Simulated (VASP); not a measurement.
# Li (P1) in VASP: a series of runs

Runs on Li. Level: PBE. Tasks: single point.

All numbers are computed with VASP 6.6.1; they aren't measurements. Logs are shortened: lines on timing, memory, paths and dates and some standing lists are left out, and cuts for length are marked.

### Step 1. The cell of the first run

The typed cell holds 16 atoms: a = 7.313 Å, b = 7.313 Å, c = 7.313 Å, α = 90.00°, β = 90.00°, γ = 90.00°.

### Step 2. Single point, PBE

File INCAR:

```
PREC = Accurate
ENCUT = 520
EDIFF = 1E-6
ISMEAR = -1
SIGMA = 0.16
LREAL = Auto
LASPH = T
NELM = 80
ALGO = Normal
ISIF = 2
LWAVE = F
LCHARG = T
GGA = PE
LELF = T
LVHAR = T
NBANDS = 38
```

File KPOINTS:

```
regular mesh
0
Gamma
  2 2 2
```

File POSCAR:

```
Li
1.0
    7.3128730000      0.0000000000      0.0000000000
    0.0000000000      7.3128730000      0.0000000000
    0.0000000000      0.0000000000      7.3128730000
Li
16
Direct
    0.0345008043     -0.0858349379      0.0069056307
    0.4922415581     -0.0884741195      0.0842486940
   -0.0491872346      0.5262774289      0.0021742481
    0.0407363836     -0.1462626248      0.5386802150
    0.1941644549      0.1370323264      0.2681846109
    0.5627473635      0.4625952071     -0.0073568897
    0.5442867666     -0.0231646304      0.5123020733
    0.7542863113      0.1496675793      0.3105345874
   -0.0842897176      0.4423158996      0.5433022015
    0.3204075881      0.6700786408      0.2880947064
    0.2655317548      0.1556296684      0.7750305523
    0.5142028311      0.3723434005      0.5564297370
    0.8058529117      0.7826062342      0.2670769751
    0.8120474675      0.1089038467      0.7884452526
    0.2940294464      0.6924364747      0.8248878382
    0.7013522592      0.7618619932      0.7468337000
```

Potentials or basis: VASP PAW PBE potentials, release 64 (Li_sv).

Launch:

```bash
> cat potpaw_PBE.64/Li_sv/POTCAR > POTCAR
> mpirun -np 1 vasp_std > vasp.out
```

OUTCAR:

```text
PREC = Accurate
   ENCUT = 520
   EDIFF = 1E-6
   ISMEAR = -1
   LREAL = Auto
   LASPH = T
   NELM = 80
   ISIF = 2
   GGA = PE

 ion  position               nearest neighbor table
   1  0.035  0.914  0.007-
   2  0.492  0.912  0.084-
   3  0.951  0.526  0.002-
   4  0.041  0.854  0.539-
   5  0.194  0.137  0.268-
   6  0.563  0.463  0.993-
   7  0.544  0.977  0.512-   8 2.48  16 2.59
   8  0.754  0.150  0.311-   7 2.48
   9  0.916  0.442  0.543-
  10  0.320  0.670  0.288-
  11  0.266  0.156  0.775-
  12  0.514  0.372  0.556-
  13  0.806  0.783  0.267-
  14  0.812  0.109  0.788-
  15  0.294  0.692  0.825-
  16  0.701  0.762  0.747-   7 2.59

  LATTYP: Found a simple cubic cell.
 ALAT       =     7.3128730000

  Lattice vectors:

 A1 = (   7.3128730000,   0.0000000000,   0.0000000000)
 A2 = (   0.0000000000,   7.3128730000,   0.0000000000)
 A3 = (   0.0000000000,   0.0000000000,   7.3128730000)

Analysis of symmetry for initial positions (statically):
=====================================================================
 Subroutine PRICEL returns:
 Original cell was already a primitive cell.

 Routine SETGRP: Setting up the symmetry group for a
 simple cubic supercell.

 Subroutine GETGRP returns: Found  1 space group operations
 (whereof  1 operations were pure point group operations)
 out of a pool of 48 trial point group operations.

The static configuration has the point symmetry C_1 .

Analysis of symmetry for dynamics (positions and initial velocities):
=====================================================================
 Subroutine PRICEL returns:
 Original cell was already a primitive cell.

 Routine SETGRP: Setting up the symmetry group for a
 simple cubic supercell.

 Subroutine GETGRP returns: Found  1 space group operations
 (whereof  1 operations were pure point group operations)
 out of a pool of 48 trial point group operations.

The dynamic configuration has the point symmetry C_1 .

 Subroutine INISYM returns: Found  1 space group operations
 (whereof  1 operations are pure point group operations),
 and found     1 'primitive' translations

----------------------------------------------------------------------------------------

                                     Primitive cell

  volume of cell :     391.0786

  direct lattice vectors                    reciprocal lattice vectors
     7.312873000  0.000000000  0.000000000     0.136745162  0.000000000  0.000000000
     0.000000000  7.312873000  0.000000000     0.000000000  0.136745162  0.000000000
     0.000000000  0.000000000  7.312873000     0.000000000  0.000000000  0.136745162

  length of vectors
     7.312873000  7.312873000  7.312873000     0.136745162  0.136745162  0.136745162

  position of ions in fractional coordinates (direct lattice)
     0.034500804  0.914165062  0.006905631
     0.492241558  0.911525881  0.084248694
     0.950812765  0.526277429  0.002174248
     0.040736384  0.853737375  0.538680215
     0.194164455  0.137032326  0.268184611
     0.562747364  0.462595207  0.992643110
[... 8 lines left out ...]
     0.294029446  0.692436475  0.824887838
     0.701352259  0.761861993  0.746833700

  ion indices of the primitive-cell ions
   primitive index   ion index
                 1           1
                 2           2
                 3           3
                 4           4
                 5           5
                 6           6
[... 8 lines left out ...]
                15          15
                16          16

----------------------------------------------------------------------------------------

 KPOINTS: regular mesh

Automatic generation of k-mesh.
 Grid dimensions read from file:
 generate k-points for:    2    2    2

 Generating k-lattice:

  Cartesian coordinates                     Fractional coordinates (reciprocal lattice)
     0.068372581  0.000000000  0.000000000     0.500000000  0.000000000  0.000000000
     0.000000000  0.068372581  0.000000000     0.000000000  0.500000000  0.000000000
     0.000000000  0.000000000  0.068372581     0.000000000  0.000000000  0.500000000

  Length of vectors
     0.068372581  0.068372581  0.068372581

  Shift w.r.t. Gamma in fractional coordinates (k-lattice)
     0.000000000  0.000000000  0.000000000

 Subroutine IBZKPT returns following result:
 ===========================================

 Found      8 irreducible k-points:

 Following reciprocal coordinates:
            Coordinates               Weight
  0.000000  0.000000  0.000000      1.000000
  0.500000  0.000000  0.000000      1.000000
  0.000000  0.500000  0.000000      1.000000
  0.000000  0.000000  0.500000      1.000000
  0.500000  0.500000  0.000000      1.000000
  0.000000  0.500000  0.500000      1.000000
  0.500000  0.000000  0.500000      1.000000
  0.500000  0.500000  0.500000      1.000000
   k-points           NKPTS =      8   k-points in BZ     NKDIM =      8   number of bands    NBANDS=     38
   number of dos      NEDOS =    301   number of ions     NIONS =     16
   total plane-waves  NPLWV = 157464
   dimension x,y,z NGX =    54 NGY =   54 NGZ =   54
   dimension x,y,z NGXF=   108 NGYF=  108 NGZF=  108
   ions per type =              16
   NGX,Y,Z   is equivalent  to a cutoff of  12.28, 12.28, 12.28 a.u.
   NGXF,Y,Z  is equivalent  to a cutoff of  24.55, 24.55, 24.55 a.u.
 SYSTEM =  unknown system
   PREC   = accura    normal or accurate (medium, high low for compatibility)
   ISTART =      0    job   : 0-new  1-cont  2-samecut
   ICHARG =      2    charge: 1-file 2-atom 10-const
   ISPIN  =      1    spin polarized calculation?
   LNONCOLLINEAR =      F non collinear calculations
   LSORBIT =      F    spin-orbit coupling
   LASPH  =      T    aspherical Exc in radial PAW
   ENCUT  =  520.0 eV  38.22 Ry    6.18 a.u.  13.60 13.60 13.60*2*pi/ulx,y,z
   NELM   =     80;   NELMIN=  2; NELMDL= -5     # of ELM steps
   EDIFF  = 0.1E-05   stopping-criterion for ELM
   LREAL  =      T    real-space projection
   EDIFFG = 0.1E-04   stopping-criterion for IOM
   NSW    =      0    number of steps for IOM
   IBRION =     -1    ionic relax: 0-MD 1-quasi-New 2-CG
   NFREE  =      0    steps in history (QN), initial steepest desc. (CG)
   ISIF   =      2    stress and relaxation
   ISYM   =      2    0-nonsym 1-usesym 2-fastsym
   POTIM  = 0.5000    time-step for ionic-motion
   TEBEG  =    0.0;   TEEND  =   0.0 temperature during run
   PSTRESS=    0.0 pullay stress
   NELECT =      48.0000    total number of electrons
   NUPDOWN=      -1.0000    fix difference up-down
   EMIN   =  10.00;   EMAX   =-10.00  energy-range for DOS
   EFERMI =   0.00;   METHOD = LEGACY
   ISMEAR =    -1;   SIGMA  =   0.16  broadening in eV -4-tet -1-fermi 0-gaus
   EFERMI_NEDOS =   21; number of points for ismear=-14 and -15
   IALGO  =     38    algorithm
   IMIX   =      4    mixing-type and parameters
     AMIX     =   0.40;   BMIX     =  1.00
     AMIX_MAG =   1.60;   BMIX_MAG =  1.00
  volume/ion in A,a.u.               =      24.44       164.95
  Fermi-wavevector in a.u.,A,eV,Ry     =   0.813581  1.537444  9.005877  0.661913
  Thomas-Fermi vector in A             =   1.923332
   LORBIT       =      0    0 simple, 1 ext, 2 COOP (PROOUT), +10 PAW based schemes
   GGA     = PE    functional components
   LHFCALC =     F    Hartree Fock is set to
   AEXX    =    0.0000 exact exchange contribution
   IVDW    =     0    specifies the selected vdW correction
   LEPSILON=     F    determine dielectric tensor
   LRPA    =     F    only Hartree local field effects (RPA)
 non-spin polarized calculation
  energy-cutoff  :      520.00
  volume of cell :      391.08
 maximum number of plane-waves:     10568
   NGX = 27   NGY = 27   NGZ = 27

 number of electron      48.0000010 magnetization

 Free energy of the ion-electron system (eV)
  ---------------------------------------------------
  ext. energy  EPLUGINS =         0.00000000
  ---------------------------------------------------
  free energy    TOTEN  =       -28.78543061 eV

  energy without entropy =      -28.03135343  energy(sigma->0) =      -28.40839202

 E-fermi :  -0.0234     XC(G=0):  -6.5618

 val. band max:       -0.0913669360   @ k =   0.5000   0.0000   0.5000
 cond. band min:      -0.0118472089   @ k =   0.0000   0.5000   0.5000
 fundamental gap:      0.0795197271
 Fermi energy:        -0.0234174608

 k-point     1 :       0.0000    0.0000    0.0000
  band No.  band energies     occupation
      1     -47.0634      2.00000
      2     -47.0372      2.00000
      3     -47.0367      2.00000
      4     -47.0107      2.00000
      5     -46.9641      2.00000
      6     -46.9593      2.00000
[... 28 lines left out ...]
     35       2.7062      0.00000
     36       3.1183      0.00000

 k-point     2 :       0.5000    0.0000    0.0000
  band No.  band energies     occupation
      1     -47.0634      2.00000
      2     -47.0372      2.00000
      3     -47.0368      2.00000
      4     -47.0107      2.00000
      5     -46.9641      2.00000
      6     -46.9593      2.00000
[... 28 lines left out ...]
     35       2.8917      0.00000
     36       3.0344      0.00000

 k-point     3 :       0.0000    0.5000    0.0000
  band No.  band energies     occupation
      1     -47.0634      2.00000
      2     -47.0372      2.00000
      3     -47.0368      2.00000
      4     -47.0107      2.00000
      5     -46.9641      2.00000
      6     -46.9593      2.00000
[... 28 lines left out ...]
     35       2.9747      0.00000
     36       3.0191      0.00000

 k-point     4 :       0.0000    0.0000    0.5000
  band No.  band energies     occupation
      1     -47.0634      2.00000
      2     -47.0372      2.00000
      3     -47.0368      2.00000
      4     -47.0107      2.00000
      5     -46.9641      2.00000
      6     -46.9593      2.00000
[... 28 lines left out ...]
     35       2.7031      0.00000
     36       2.9456      0.00000

 k-point     5 :       0.5000    0.5000    0.0000
  band No.  band energies     occupation
      1     -47.0634      2.00000
      2     -47.0372      2.00000
      3     -47.0368      2.00000
      4     -47.0108      2.00000
      5     -46.9642      2.00000
      6     -46.9593      2.00000
[... 28 lines left out ...]
     35       3.4852      0.00000
     36       3.6399      0.00000

 k-point     6 :       0.0000    0.5000    0.5000
  band No.  band energies     occupation
      1     -47.0634      2.00000
      2     -47.0372      2.00000
      3     -47.0368      2.00000
      4     -47.0107      2.00000
      5     -46.9642      2.00000
      6     -46.9593      2.00000
[... 28 lines left out ...]
     35       3.4361      0.00000
     36       3.5878      0.00000

 k-point     7 :       0.5000    0.0000    0.5000
  band No.  band energies     occupation
      1     -47.0634      2.00000
      2     -47.0372      2.00000
      3     -47.0368      2.00000
      4     -47.0108      2.00000
      5     -46.9642      2.00000
      6     -46.9593      2.00000
[... 28 lines left out ...]
     35       3.3482      0.00000
     36       3.3732      0.00000

 k-point     8 :       0.5000    0.5000    0.5000
  band No.  band energies     occupation
      1     -47.0634      2.00000
      2     -47.0372      2.00000
      3     -47.0368      2.00000
      4     -47.0108      2.00000
      5     -46.9642      2.00000
      6     -46.9593      2.00000
[... 28 lines left out ...]
     35       2.8716      0.00000
     36       2.9373      0.00000
 [bands above 36 left out]

------------------------ aborting loop because EDIFF is reached ----------------------------------------

  FORCE on cell =-STRESS in cart. coord.  units (eV):
  Direction    XX          YY          ZZ          XY          YZ          ZX
  --------------------------------------------------------------------------------------
  -------------------------------------------------------------------------------------
  Total       -2.2229288     -1.3529567     -3.2546843      0.7222267     -0.4769291     -0.4868449
  in kB       -9.1069309     -5.5428152    -13.3338436      2.9588302     -1.9538908     -1.9945140
  external PRESSURE =      -9.3278632 kB  Pullay stress =       0.0000000 kB

 VOLUME and BASIS-vectors are now :
 -----------------------------------------------------------------------------
  energy-cutoff  :      520.00
  volume of cell :      391.08
      direct lattice vectors                 reciprocal lattice vectors
     7.312873000  0.000000000  0.000000000     0.136745162  0.000000000  0.000000000
     0.000000000  7.312873000  0.000000000     0.000000000  0.136745162  0.000000000
     0.000000000  0.000000000  7.312873000     0.000000000  0.000000000  0.136745162

 POSITION                                       TOTAL-FORCE (eV/Angst)
 -----------------------------------------------------------------------------------
      0.25230      6.68517      0.05050         0.033950     -0.099217      0.035144
      3.59970      6.66587      0.61610         0.178811      0.368217     -0.363276
      6.95317      3.84860      0.01590         0.246996     -0.297441     -0.018580
      0.29790      6.24327      3.93930         0.128209      0.245355      0.183730
      1.41990      1.00210      1.96120         0.126196      0.220058      0.164707
      4.11530      3.38290      7.25907        -0.030657     -0.277537      0.173757
[... 8 lines left out ...]
      2.15020      5.06370      6.03230        -0.074123     -0.027582     -0.315179
      5.12890      5.57140      5.46150         0.101368     -0.450986      0.163187
 -----------------------------------------------------------------------------------
    total drift:                               -0.003629      0.013551      0.000690

  FREE ENERGIE OF THE ION-ELECTRON SYSTEM (eV)
  ---------------------------------------------------
  free  energy   TOTEN  =       -28.7854306127 eV

  energy  without entropy=      -28.0313534301  energy(sigma->0) =      -28.40839202
```

Run time: 90 s. Hardware: 1 thread of Intel Xeon Platinum 8488C (Sapphire Rapids), shared host; peak memory 0.38 GiB.

Results:

```
Free energy            : -28.7854 eV
Largest force          : 0.659 eV/Å
Band gap on the k mesh : zero (band 24 reaches 0.36 eV, above the bottom of band 25 at -0.33 eV)
```

Forces in eV/Å, atoms in the order of the input:
```
Li   0.034 -0.099  0.035
Li   0.179  0.368 -0.363
Li   0.247 -0.297 -0.019
Li   0.128  0.245  0.184
Li   0.126  0.220  0.165
Li  -0.031 -0.278  0.174
Li  -0.597 -0.263  0.092
Li   0.346  0.356 -0.427
Li   0.237  0.075  0.061
Li  -0.223 -0.170  0.155
Li  -0.039 -0.004  0.076
Li  -0.005  0.332 -0.043
Li  -0.264 -0.444  0.061
Li  -0.166  0.437  0.002
Li  -0.074 -0.028 -0.315
Li   0.101 -0.451  0.163
```

Levels at points of the mesh, in eV from the Fermi level:
```tsv
k point	band 19	band 20	band 21	band 22	band 23	band 24	band 25	band 26	band 27	band 28
(0.00, 0.00, 0.00)	-1.05	-0.96	-0.93	-0.81	-0.75	0.38	0.41	0.48	0.59	0.66
(0.50, 0.00, 0.00)	-0.77	-0.58	-0.51	-0.42	-0.38	-0.35	-0.27	-0.13	0.99	1.25
(0.00, 0.50, 0.00)	-0.74	-0.63	-0.59	-0.54	-0.35	-0.24	-0.19	-0.10	0.81	0.91
(0.00, 0.00, 0.50)	-0.60	-0.55	-0.50	-0.45	-0.44	-0.40	-0.31	-0.27	1.04	1.27
(0.50, 0.50, 0.00)	-2.00	-1.78	-0.31	-0.23	-0.11	0.05	0.16	0.37	0.44	0.70
(0.00, 0.50, 0.50)	-1.96	-1.80	-0.26	-0.23	-0.11	0.01	0.18	0.34	0.51	0.57
(0.50, 0.00, 0.50)	-2.04	-1.96	-0.12	-0.07	0.02	0.13	0.18	0.26	0.35	0.39
(0.50, 0.50, 0.50)	-1.68	-1.56	-1.51	-1.30	-1.26	-1.13	1.68	1.80	1.90	2.04
```

Caveat: the k points lie up to 0.43 Å⁻¹ apart; the cutoff is under 1.25 times the usual one of these potentials, so pressure, stress and relaxed cells hold a basis-set (Pulay) error.

[end of part 1 of 2]
